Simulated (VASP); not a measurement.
# SiC (F-43m) in VASP: notebook

SiC is run at these levels: PBE; tasks: single point, relaxation of cell and atoms.

Program: VASP 6.6.1. These are calculated values, not measurements. Logs are shortened: lines on timing, memory, paths and dates and some standing lists are left out, and cuts for length are marked.

### Step 1. The cell of the first run

Symmetry: F-43m, No. 216, cubic system. The conventional cell has a = 4.380 Å, b = 4.380 Å, c = 4.380 Å, α = 90.00°, β = 90.00°, γ = 90.00°. Within 2.5 Å of Si (site symmetry -43m) lie 4 C at 1.90 Å. Within 2.5 Å of C (site symmetry -43m) lie 4 Si at 1.90 Å.

### Step 2. Single point, PBE

Contents of INCAR:

```
SYSTEM = SiC
  ALGO = Normal
  EDIFF = 1E-6
  ENCUT = 600
  GGA = PE
  GGA_COMPAT = .FALSE.
  ISIF = 2
  ISMEAR = 0
  LASPH = .TRUE.
  LCHARG = .FALSE.
  LREAL = .FALSE.
  LWAVE = .FALSE.
  NBANDS = 11
  NELM = 120
  PREC = Accurate
  SIGMA = 0.02
```

Contents of KPOINTS:

```
k-points
0
G
  10 10 10
  0 0 0
```

Contents of POSCAR:

```
SiC
1.0
    0.0000000000      2.1898722433      2.1898722433
    2.1898722433      0.0000000000      2.1898722433
    2.1898722433      2.1898722433      0.0000000000
Si C
1 1
Direct
    0.0000000000      0.0000000000      0.0000000000
    0.2500000000      0.2500000000      0.2500000000
```

Potentials or basis: VASP PAW PBE potentials, release 64 (Si, C).

Started as:

```console
$ cat potpaw_PBE.64/Si/POTCAR potpaw_PBE.64/C/POTCAR > POTCAR
$ mpirun -np 1 vasp_std > vasp.out
```

OUTCAR:

```text
SYSTEM = SiC
   EDIFF = 1E-6
   ENCUT = 600
   GGA = PE
   ISIF = 2
   ISMEAR = 0
   LASPH = .TRUE.
   LREAL = .FALSE.
   NELM = 120
   PREC = Accurate

 ion  position               nearest neighbor table
   1  0.000  0.000  0.000-   2 1.90   2 1.90   2 1.90   2 1.90
   2  0.250  0.250  0.250-   1 1.90   1 1.90   1 1.90   1 1.90

  LATTYP: Found a face centered cubic cell.
 ALAT       =     4.3797444866

  Lattice vectors:

 A1 = (   0.0000000000,   2.1898722433,   2.1898722433)
 A2 = (   2.1898722433,   0.0000000000,   2.1898722433)
 A3 = (   2.1898722433,   2.1898722433,   0.0000000000)

Analysis of symmetry for initial positions (statically):
=====================================================================
 Subroutine PRICEL returns:
 Original cell was already a primitive cell.

 Routine SETGRP: Setting up the symmetry group for a
 face centered cubic supercell.

 Subroutine GETGRP returns: Found 24 space group operations
 (whereof 24 operations were pure point group operations)
 out of a pool of 48 trial point group operations.

The static configuration has the point symmetry T_d .

Analysis of symmetry for dynamics (positions and initial velocities):
=====================================================================
 Subroutine PRICEL returns:
 Original cell was already a primitive cell.

 Routine SETGRP: Setting up the symmetry group for a
 face centered cubic supercell.

 Subroutine GETGRP returns: Found 24 space group operations
 (whereof 24 operations were pure point group operations)
 out of a pool of 48 trial point group operations.

The dynamic configuration has the point symmetry T_d .

 Subroutine INISYM returns: Found 24 space group operations
 (whereof 24 operations are pure point group operations),
 and found     1 'primitive' translations

----------------------------------------------------------------------------------------

                                     Primitive cell

  volume of cell :      21.0032

  direct lattice vectors                    reciprocal lattice vectors
     0.000000000  2.189872243  2.189872243    -0.228323822  0.228323822  0.228323822
     2.189872243  0.000000000  2.189872243     0.228323822 -0.228323822  0.228323822
     2.189872243  2.189872243  0.000000000     0.228323822  0.228323822 -0.228323822

  length of vectors
     3.096947026  3.096947026  3.096947026     0.395468460  0.395468460  0.395468460

  position of ions in fractional coordinates (direct lattice)
     0.000000000  0.000000000  0.000000000
     0.250000000  0.250000000  0.250000000

  ion indices of the primitive-cell ions
   primitive index   ion index
                 1           1
                 2           2

----------------------------------------------------------------------------------------

 KPOINTS: k-points

Automatic generation of k-mesh.
 Grid dimensions read from file:
 generate k-points for:   10   10   10

 Generating k-lattice:

  Cartesian coordinates                     Fractional coordinates (reciprocal lattice)
    -0.022832382  0.022832382  0.022832382     0.100000000  0.000000000  0.000000000
     0.022832382 -0.022832382  0.022832382     0.000000000  0.100000000  0.000000000
     0.022832382  0.022832382 -0.022832382     0.000000000  0.000000000  0.100000000

  Length of vectors
     0.039546846  0.039546846  0.039546846

  Shift w.r.t. Gamma in fractional coordinates (k-lattice)
     0.000000000  0.000000000  0.000000000

 Subroutine IBZKPT returns following result:
 ===========================================

 Found     47 irreducible k-points:

 Following reciprocal coordinates:
            Coordinates               Weight
  0.000000  0.000000  0.000000      1.000000
  0.100000  0.000000  0.000000      8.000000
  0.200000  0.000000  0.000000      8.000000
  0.300000  0.000000  0.000000      8.000000
  0.400000  0.000000  0.000000      8.000000
  0.500000  0.000000  0.000000      4.000000
[... 16 lines left out ...]
  0.300000  0.300000  0.000000      6.000000
  0.400000  0.300000  0.000000     24.000000
 [... further k-points ...]
   k-points           NKPTS =     47   k-points in BZ     NKDIM =     47   number of bands    NBANDS=     11
   number of dos      NEDOS =    301   number of ions     NIONS =      2
   total plane-waves  NPLWV =  21952
   dimension x,y,z NGX =    28 NGY =   28 NGZ =   28
   dimension x,y,z NGXF=    56 NGYF=   56 NGZF=   56
   ions per type =               1   1
   NGX,Y,Z   is equivalent  to a cutoff of  15.03, 15.03, 15.03 a.u.
   NGXF,Y,Z  is equivalent  to a cutoff of  30.06, 30.06, 30.06 a.u.
 SYSTEM =  SiC
   PREC   = accura    normal or accurate (medium, high low for compatibility)
   ISTART =      0    job   : 0-new  1-cont  2-samecut
   ICHARG =      2    charge: 1-file 2-atom 10-const
   ISPIN  =      1    spin polarized calculation?
   LNONCOLLINEAR =      F non collinear calculations
   LSORBIT =      F    spin-orbit coupling
   LASPH  =      T    aspherical Exc in radial PAW
   ENCUT  =  600.0 eV  44.10 Ry    6.64 a.u.   6.19  6.19  6.19*2*pi/ulx,y,z
   NELM   =    120;   NELMIN=  2; NELMDL= -5     # of ELM steps
   EDIFF  = 0.1E-05   stopping-criterion for ELM
   LREAL  =      F    real-space projection
   EDIFFG = 0.1E-04   stopping-criterion for IOM
   NSW    =      0    number of steps for IOM
   IBRION =     -1    ionic relax: 0-MD 1-quasi-New 2-CG
   NFREE  =      0    steps in history (QN), initial steepest desc. (CG)
   ISIF   =      2    stress and relaxation
   ISYM   =      2    0-nonsym 1-usesym 2-fastsym
   POTIM  = 0.5000    time-step for ionic-motion
   TEBEG  =    0.0;   TEEND  =   0.0 temperature during run
   PSTRESS=    0.0 pullay stress
   NELECT =       8.0000    total number of electrons
   NUPDOWN=      -1.0000    fix difference up-down
   EMIN   =  10.00;   EMAX   =-10.00  energy-range for DOS
   EFERMI =   0.00;   METHOD = LEGACY
   ISMEAR =     0;   SIGMA  =   0.02  broadening in eV -4-tet -1-fermi 0-gaus
   EFERMI_NEDOS =   21; number of points for ismear=-14 and -15
   IALGO  =     38    algorithm
   IMIX   =      4    mixing-type and parameters
     AMIX     =   0.40;   BMIX     =  1.00
     AMIX_MAG =   1.60;   BMIX_MAG =  1.00
  volume/ion in A,a.u.               =      10.50        70.87
  Fermi-wavevector in a.u.,A,eV,Ry     =   1.186705  2.242547 19.160655  1.408268
  Thomas-Fermi vector in A             =   2.322872
   LORBIT       =      0    0 simple, 1 ext, 2 COOP (PROOUT), +10 PAW based schemes
   GGA     = PE    functional components
   LHFCALC =     F    Hartree Fock is set to
   AEXX    =    0.0000 exact exchange contribution
   IVDW    =     0    specifies the selected vdW correction
   LEPSILON=     F    determine dielectric tensor
   LRPA    =     F    only Hartree local field effects (RPA)
 non-spin polarized calculation
 Gauss-broadening in eV      SIGMA  =   0.02
  energy-cutoff  :      600.00
  volume of cell :       21.00
 maximum number of plane-waves:       725
 NGX is ok and might be reduce to    28
   NGX = 13   NGY = 13   NGZ = 13

 number of electron       8.0000000 magnetization

 Free energy of the ion-electron system (eV)
  ---------------------------------------------------
  ext. energy  EPLUGINS =         0.00000000
  ---------------------------------------------------
  free energy    TOTEN  =       -15.06218779 eV

  energy without entropy =      -15.06218779  energy(sigma->0) =      -15.06218779

 E-fermi :   8.0343     XC(G=0): -11.2911

 val. band max:        7.9395540494   @ k =   0.0000   0.0000   0.0000
 cond. band min:       9.3106032250   @ k =   0.5000   0.5000   0.0000
 fundamental gap:      1.3710491756
 Fermi energy:         8.0343245626

 k-point     1 :       0.0000    0.0000    0.0000
  band No.  band energies     occupation
      1      -7.3468      2.00000
      2       7.9396      2.00000
      3       7.9396      2.00000
      4       7.9396      2.00000
      5      13.9982      0.00000
      6      15.1446      0.00000
      7      15.1446      0.00000
      8      15.1446      0.00000
      9      22.3600      0.00000
     10      22.3600      0.00000
     11      24.1899      0.00000

 k-point     2 :       0.1000    0.0000    0.0000
  band No.  band energies     occupation
      1      -7.1538      2.00000
      2       6.9330      2.00000
      3       7.8063      2.00000
      4       7.8063      2.00000
      5      14.2812      0.00000
      6      15.3857      0.00000
      7      15.3857      0.00000
      8      15.3994      0.00000
      9      21.4261      0.00000
     10      21.4261      0.00000
     11      24.0907      0.00000

 k-point     3 :       0.2000    0.0000    0.0000
  band No.  band energies     occupation
      1      -6.5834      2.00000
      2       4.8278      2.00000
      3       7.5006      2.00000
      4       7.5006      2.00000
      5      14.0114      0.00000
      6      15.7482      0.00000
      7      15.7482      0.00000
      8      16.5842      0.00000
      9      20.7660      0.00000
     10      20.7660      0.00000
     11      23.2145      0.00000

 k-point     4 :       0.3000    0.0000    0.0000
  band No.  band energies     occupation
      1      -5.6716      2.00000
      2       2.5378      2.00000
      3       7.1857      2.00000
      4       7.1857      2.00000
      5      13.6031      0.00000
      6      15.6302      0.00000
      7      15.6302      0.00000
      8      17.5759      0.00000
      9      21.5622      0.00000
     10      21.5622      0.00000
     11      22.9274      0.00000
[... 239 lines left out ...]
 k-point    22 :      -0.2000    0.2000    0.0000
  band No.  band energies     occupation
      1      -5.3655      2.00000
      2       3.1624      2.00000
      3       4.7518      2.00000
      4       7.2925      2.00000
      5      14.4255      0.00000
      6      15.8198      0.00000
      7      16.2210      0.00000
      8      16.9759      0.00000
      9      19.4073      0.00000
     10      23.2140      0.00000
     11      26.9250      0.00000

 k-point    23 :       0.3000    0.3000    0.0000
  band No.  band energies     occupation
      1      -5.1022      2.00000
      2       3.5857      2.00000
      3       5.5988      2.00000
      4       5.5988      2.00000
      5      11.0841      0.00000
      6      13.4957      0.00000
      7      19.3279      0.00000
      8      19.3279      0.00000
      9      20.1788      0.00000
     10      24.9165      0.00000
     11      29.4715      0.00000

 k-point    24 :       0.4000    0.3000    0.0000
  band No.  band energies     occupation
      1      -4.2453      2.00000
      2       2.3763      2.00000
      3       4.8185      2.00000
      4       5.3386      2.00000
      5      10.7984      0.00000
      6      13.5026      0.00000
      7      19.4019      0.00000
      8      19.7306      0.00000
      9      21.5328      0.00000
     10      25.8799      0.00000
     11      28.9668      0.00000

 [... further k-points ...]

------------------------ aborting loop because EDIFF is reached ----------------------------------------

  FORCE on cell =-STRESS in cart. coord.  units (eV):
  Direction    XX          YY          ZZ          XY          YZ          ZX
  --------------------------------------------------------------------------------------
  -------------------------------------------------------------------------------------
  Total       -0.0242755     -0.0242755     -0.0242755     -0.0000000     -0.0000000      0.0000000
  in kB       -1.8517913     -1.8517913     -1.8517913     -0.0000000     -0.0000000      0.0000000
  external PRESSURE =      -1.8517913 kB  Pullay stress =       0.0000000 kB

 VOLUME and BASIS-vectors are now :
 -----------------------------------------------------------------------------
  energy-cutoff  :      600.00
  volume of cell :       21.00
      direct lattice vectors                 reciprocal lattice vectors
     0.000000000  2.189872243  2.189872243    -0.228323822  0.228323822  0.228323822
     2.189872243  0.000000000  2.189872243     0.228323822 -0.228323822  0.228323822
     2.189872243  2.189872243  0.000000000     0.228323822  0.228323822 -0.228323822

 POSITION                                       TOTAL-FORCE (eV/Angst)
 -----------------------------------------------------------------------------------
      0.00000      0.00000      0.00000         0.000000     -0.000000      0.000000
      1.09494      1.09494      1.09494        -0.000000      0.000000     -0.000000
 -----------------------------------------------------------------------------------
    total drift:                               -0.000000     -0.000000     -0.000000

  FREE ENERGIE OF THE ION-ELECTRON SYSTEM (eV)
  ---------------------------------------------------
  free  energy   TOTEN  =       -15.0621877862 eV

  energy  without entropy=      -15.0621877862  energy(sigma->0) =      -15.06218779
```

It took 6.6 s on 1 thread of Intel Xeon 6975P-C (Granite Rapids), shared host; peak memory 0.15 GiB.

What came out:

```
Free energy            : -15.0622 eV
Pressure               : -0.2 GPa
Band gap on the k mesh : 1.37 eV (least direct gap 4.53 eV)
```

Levels at points of the mesh, in eV from the valence-band top:
```tsv
k point	band 2	band 3	band 4	band 5	band 6	band 7
(0.00, 0.00, 0.00)	0.00	0.00	0.00	6.06	7.21	7.21
(0.50, 0.00, 0.00)	-8.45	-1.05	-1.05	5.30	7.17	7.17
(0.50, 0.50, 0.00)	-7.75	-3.16	-3.16	1.37	4.27	13.86
```

A k mesh can miss the band edges.

### Step 3. Relaxation of cell and atoms, PBE

This run uses another cell than the first one, of 10.36 Å³/atom.

Contents of INCAR:

```
SYSTEM = SiC
PREC     = Accurate       ! precision mode
ENCUT    = 600            ! plane-wave cutoff, eV
EDIFF    = 1E-7           ! SCF threshold, eV
ISMEAR   = 0              ! smearing method
SIGMA    = 0.02           ! smearing width, eV
LREAL    = .FALSE.        ! projectors in reciprocal space
LASPH    = .TRUE.         ! aspherical terms in the spheres
NELM     = 120            ! most SCF steps
ALGO     = Normal         ! electronic algorithm
ISIF     = 3              ! what is computed and relaxed
LWAVE    = .FALSE.        ! write WAVECAR
LCHARG   = .FALSE.        ! write CHGCAR
GGA      = PE             ! functional
IBRION   = 2              ! ionic algorithm
NSW      = 100            ! ionic steps
EDIFFG   = -0.002         ! ionic threshold
GGA_COMPAT= .FALSE.      
NELMIN   = 4
```

Contents of KPOINTS:

```
Automatic mesh
0
G
  10 10 10
  0 0 0
```

Contents of POSCAR:

```
SiC
1.0
    0.0000000000      2.1800000000      2.1800000000
    2.1800000000      0.0000000000      2.1800000000
    2.1800000000      2.1800000000      0.0000000000
Si C
1 1
Direct
    0.0000000000      0.0000000000      0.0000000000
    0.2500000000      0.2500000000      0.2500000000
```

Potentials or basis: VASP PAW PBE potentials, release 64 (Si, C).

Started as:

```console
$ cat potpaw_PBE.64/Si/POTCAR potpaw_PBE.64/C/POTCAR > POTCAR
$ mpirun -np 1 vasp_std > vasp.out
```

It took 13 s on 1 thread of Intel Xeon 6975P-C (Granite Rapids), shared host; peak memory 0.15 GiB.

It converged, with:

```
Free energy                           : -15.0619 eV
Relaxed volume                        : 10.49 Å³/atom
Relaxed cell                          : a = 3.096 Å, b = 3.096 Å, c = 3.096 Å, α = 60.00°, β = 60.00°, γ = 60.00°
Space group after relaxing (to 0.1 Å) : F-43m (No. 216)
Energy gained by relaxing             : 1.1 meV/atom
Ionic steps                           : 3
Pressure after relaxing               : 0.0 GPa
Band gap on the k mesh                : 1.37 eV (least direct gap 4.53 eV)
```

Step by step:
| step | energy change (eV) | largest force (eV/Å) | pressure (GPa) | volume (Å³) |
| --- | --- | --- | --- | --- |
| 1 | 0.0000 | 0.0000 | 2.76 | 20.72 |
| 2 | 0.0001 | 0.0000 | -2.70 | 21.26 |
| 3 | -0.0023 | 0.0000 | 0.00 | 20.99 |

Final structure:
```
CELL_PARAMETERS angstrom
0.00000 2.18924 2.18924
2.18924 0.00000 2.18924
2.18924 2.18924 0.00000
ATOMIC_POSITIONS crystal
Si 0.00000 0.00000 0.00000
C 0.25000 0.25000 0.25000
```

Levels at points of the mesh, in eV from the valence-band top:
| k point | band 2 | band 3 | band 4 | band 5 | band 6 | band 7 |
| --- | --- | --- | --- | --- | --- | --- |
| (0.00, 0.00, 0.00) | 0.00 | 0.00 | 0.00 | 6.07 | 7.21 | 7.21 |
| (0.50, 0.00, 0.00) | -8.46 | -1.05 | -1.05 | 5.31 | 7.17 | 7.17 |
| (0.50, 0.50, 0.00) | -7.75 | -3.16 | -3.16 | 1.37 | 4.27 | 13.87 |
